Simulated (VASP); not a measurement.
Crystal: Sb.

```xyz
2
Lattice="3.3545 0.0000 0.0000 -1.6773 2.9051 0.0000 0.0000 0.0000 5.4702" Properties=species:S:1:pos:R:3 pbc="T T T"
Sb    1.6773    0.9684    4.1026
Sb    0.0000    1.9367    1.3675
```

```yaml
Program: VASP 6.6.1
Task: relaxation of cell and atoms
Functional: PBE
Dispersion: D4
Potentials_or_basis: VASP PAW PBE potentials, release 64 (Sb)
Cutoff: 600 eV
k_mesh: 9 × 9 × 5
Occupations: fermi-dirac, width 0.05 eV
Spin: no spin polarisation
```

At the start: pressure -1.8 GPa; volume 26.65 Å³/atom.

Question: Where does the relaxation end?

Answer: Over 3 steps the energy falls by 4.4 meV/atom and the volume is 25.89 Å³/atom (-2.9 %); space group P6_3/mmc (No. 194, to 0.05 Å).

Step by step:
| step | energy change (eV) | largest force (eV/Å) | pressure (GPa) | volume (Å³) |
| --- | --- | --- | --- | --- |
| 1 | 0.0000 | 0.0000 | -1.79 | 53.31 |
| 2 | -0.0066 | 0.0000 | 1.00 | 51.04 |
| 3 | -0.0089 | 0.0000 | 0.03 | 51.78 |

Final structure:
```
Sb
1.0
     3.32383    0.00000    0.00000
    -1.66192    2.87852    0.00000
     0.00000    0.00000    5.41173
Sb
2
Cartesian
  1.6619 0.9595 4.0588
  0.0000 1.9190 1.3529
```

Caveat: pairwise dispersion overbinds metals, which lowers pressure and volume.
